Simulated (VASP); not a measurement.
Input of a VASP 6.6.1 run:

The input INCAR:

```
SYSTEM = Rb
ALGO = Normal
EDIFF = 1E-6
ENCUT = 400
GGA = PE
GGA_COMPAT = .FALSE.
ISIF = 2
ISMEAR = 0
LASPH = .TRUE.
LCHARG = .FALSE.
LREAL = .FALSE.
LWAVE = .FALSE.
NBANDS = 10
NELM = 120
PREC = Accurate
SIGMA = 0.1
```

KPOINTS

```
k-points
0
G
  6 6 6
  0 0 0
```

Contents of POSCAR:

```
Rb
1.0
    5.7366900000      0.0000000000      0.0000000000
    0.0000000000      5.7366900000      0.0000000000
    0.0000000000      0.0000000000      5.7366900000
Rb
1
Direct
    0.5000000000      0.5000000000      0.5000000000
```

Potentials or basis: VASP PAW PBE potentials, release 64 (Rb_sv).

Launch:

```console
$ cat potpaw_PBE.64/Rb_sv/POTCAR > POTCAR
$ mpirun -np 1 vasp_std > vasp.out
```

Problem. Estimate the pressure.

Solution. -0.4 GPa.

Problem. Estimate the band gap on the k mesh.

Solution. Zero (an odd number of electrons rules out a gap without spin polarisation).
